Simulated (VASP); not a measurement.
# ScAl3 (Cmmm) in VASP: notebook, part 2 of 2

VASP 6.6.1. The steps go on from the part before.

### Step 3. Single point, PBEsol (strain +0.0375 x Voigt [0, 0, 0, 1, 0, 0])

INCAR

```
SYSTEM = ScAl3
PREC = Accurate ; ENCUT = 520
EDIFF = 1E-6 ; ISMEAR = 0
SIGMA = 0.15 ; LREAL = .False.
LASPH = .True. ; NELM = 80
ALGO = Fast ; ISIF = 2
LWAVE = .False. ; LCHARG = .True.
GGA = PS ; LELF = .True.
LVHAR = .True. ; NBANDS = 18
```

KPOINTS

```
regular mesh
0
Gamma
  12 12 12
  0 0 0
```

POSCAR

```
ScAl3
1.0
    4.0712986163      0.0000000000      0.0000000000
    0.0000000000      4.0712986163      0.0763368491
    0.0000000000      0.0763368491      4.0712986163
Sc Al
1 3
Direct
    0.0000000000      0.0000000000      0.0000000000
    0.5000000000      0.0000000000      0.5000000000
    0.0000000000      0.5000000000      0.5000000000
    0.5000000000      0.5000000000      0.0000000000
```

Potentials or basis: VASP PAW PBE potentials, release 64 (Sc_sv, Al).

Command:

```console
> cat potpaw_PBE.64/Sc_sv/POTCAR potpaw_PBE.64/Al/POTCAR > POTCAR
> mpirun -np 1 vasp_std > vasp.out
```

OUTCAR:

```text
SYSTEM = ScAl3
   PREC = Accurate
   ENCUT = 520
   EDIFF = 1E-6
   ISMEAR = 0
   LREAL = .False.
   LASPH = .True.
   NELM = 80
   ISIF = 2
   GGA = PS

 ion  position               nearest neighbor table
   1  0.000  0.000  0.000-   3 2.82   3 2.82   2 2.88   2 2.88   4 2.88   4 2.88   2 2.88   4 2.88
                             2 2.88   4 2.88   3 2.93   3 2.93
   2  0.500  0.000  0.500-   4 2.82   4 2.82   1 2.88   1 2.88   3 2.88   3 2.88   1 2.88   3 2.88
                             1 2.88   3 2.88   4 2.93   4 2.93
   3  0.000  0.500  0.500-   1 2.82   1 2.82   2 2.88   4 2.88   4 2.88   2 2.88   2 2.88   4 2.88
                             4 2.88   2 2.88   1 2.93   1 2.93
   4  0.500  0.500  0.000-   2 2.82   2 2.82   1 2.88   3 2.88   1 2.88   3 2.88   1 2.88   3 2.88
                             3 2.88   1 2.88   2 2.93   2 2.93

  LATTYP: Found a base centered orthorhombic cell.
 ALAT       =     5.6497291123
 B/A-ratio  =     1.0382165605
 C/A-ratio  =     0.7206183757

  Lattice vectors:

 A1 = (   0.0000000000,  -0.0763368491,  -4.0712986163)
 A2 = (   0.0000000000,   4.0712986163,   0.0763368491)
 A3 = (   4.0712986163,   0.0000000000,   0.0000000000)

Analysis of symmetry for initial positions (statically):
=====================================================================
 Subroutine PRICEL returns:
 Original cell was already a primitive cell.

 Routine SETGRP: Setting up the symmetry group for a
 base centered orthorhombic supercell.

 Subroutine GETGRP returns: Found  8 space group operations
 (whereof  8 operations were pure point group operations)
 out of a pool of  8 trial point group operations.

The static configuration has the point symmetry D_2h.

Analysis of symmetry for dynamics (positions and initial velocities):
=====================================================================
 Subroutine PRICEL returns:
 Original cell was already a primitive cell.

 Routine SETGRP: Setting up the symmetry group for a
 base centered orthorhombic supercell.
[... 130 lines left out ...]
  volume/ion in A,a.u.               =      16.86       113.81
  Fermi-wavevector in a.u.,A,eV,Ry     =   1.091615  2.062853 16.213015  1.191623
  Thomas-Fermi vector in A             =   2.227864
   LORBIT       =      0    0 simple, 1 ext, 2 COOP (PROOUT), +10 PAW based schemes
   GGA     = PS    functional components
   LHFCALC =     F    Hartree Fock is set to
   AEXX    =    0.0000 exact exchange contribution
   IVDW    =     0    specifies the selected vdW correction
   LEPSILON=     F    determine dielectric tensor
   LRPA    =     F    only Hartree local field effects (RPA)
 non-spin polarized calculation
 RMM-DIIS sequential band-by-band and
 Gauss-broadening in eV      SIGMA  =   0.15
  energy-cutoff  :      520.00
  volume of cell :       67.46
 maximum number of plane-waves:      1841
   NGX = 15   NGY = 15   NGZ = 15

 number of electron      19.9999999 magnetization

 Free energy of the ion-electron system (eV)
  ---------------------------------------------------
  ext. energy  EPLUGINS =         0.00000000
  ---------------------------------------------------
  free energy    TOTEN  =       -20.74903924 eV

  energy without entropy =      -20.73422008  energy(sigma->0) =      -20.74162966

 E-fermi :   7.3107     XC(G=0): -10.5472

 val. band max:        7.2988680387   @ k =   0.3333  -0.1667   0.0833
 cond. band min:       7.3123534448   @ k =   0.3333   0.2500  -0.0000
 fundamental gap:      0.0134854061
 Fermi energy:         7.3106993889

 k-point     1 :       0.0000    0.0000    0.0000
  band No.  band energies     occupation
      1     -41.3910      2.00000
      2     -20.2004      2.00000
      3     -20.1938      2.00000
      4     -20.1901      2.00000
      5      -2.7726      2.00000
      6       4.6716      2.00000
[... 481 lines left out ...]
      5      -1.9494      2.00000
      6       2.3680      2.00000
[... 10 lines left out ...]
     17      12.1475      0.00000
     18      12.9728      0.00000

 [... further k-points ...]

------------------------ aborting loop because EDIFF is reached ----------------------------------------

  FORCE on cell =-STRESS in cart. coord.  units (eV):
  Direction    XX          YY          ZZ          XY          YZ          ZX
  --------------------------------------------------------------------------------------
  -------------------------------------------------------------------------------------
  Total        0.0358691      0.2077282      0.2077282      0.0000000     -1.2286236      0.0000000
  in kB        0.8518928      4.9335539      4.9335539      0.0000000    -29.1798641      0.0000000
  external PRESSURE =       3.5730002 kB  Pullay stress =       0.0000000 kB

 VOLUME and BASIS-vectors are now :
 -----------------------------------------------------------------------------
  energy-cutoff  :      520.00
  volume of cell :       67.46
      direct lattice vectors                 reciprocal lattice vectors
     4.071298616  0.000000000  0.000000000     0.245621875  0.000000000  0.000000000
     0.000000000  4.071298616  0.076336849     0.000000000  0.245708257 -0.004607030
     0.000000000  0.076336849  4.071298616     0.000000000 -0.004607030  0.245708257

 POSITION                                       TOTAL-FORCE (eV/Angst)
 -----------------------------------------------------------------------------------
      0.00000      0.00000      0.00000         0.000000     -0.000000      0.000000
      2.03565      0.03817      2.03565         0.000000      0.000000     -0.000000
      0.00000      2.07382      2.07382         0.000000     -0.000000     -0.000000
      2.03565      2.03565      0.03817         0.000000      0.000000     -0.000000
 -----------------------------------------------------------------------------------
    total drift:                               -0.000000     -0.000000      0.000000

  FREE ENERGIE OF THE ION-ELECTRON SYSTEM (eV)
  ---------------------------------------------------
  free  energy   TOTEN  =       -20.7490392430 eV

  energy  without entropy=      -20.7342200817  energy(sigma->0) =      -20.74162966
```

stdout:

```text
POSCAR found type information on POSCAR ScAl
 POSCAR found :  2 types and       4 ions
 scaLAPACK will be used
 -----------------------------------------------------------------------------
|                                                                             |
|                                                                             |
|     You enforced a specific xc type in the INCAR file but a different       |
|     I HOPE YOU KNOW WHAT YOU ARE DOING!                                     |
|                                                                             |
 -----------------------------------------------------------------------------

 LDA part: xc-table for (Slater+PW92), standard interpolation
 POSCAR, INCAR and KPOINTS ok, starting setup
 FFT: planning ... GRIDC
 FFT: planning ... GRID_SOFT
 FFT: planning ... GRID
 WAVECAR not read
 entering main loop
```

Run time: 3.2 min. Hardware: 1 thread of AMD EPYC 9R45 (Zen 5), shared host; peak memory 0.4 GiB.

Results:

| Item | Value |
| --- | --- |
| Free energy | -20.7490 eV |
| Pressure | 0.4 GPa |
| Band gap on the k mesh | zero (bands 10 and 11 overlap by 3.76 eV) |

Caveat: the cell differs from its parent crystal (strain +0.0375 x Voigt [0, 0, 0, 1, 0, 0]); the PAW data sets were made with another functional, which shifts forces and pressure a little.
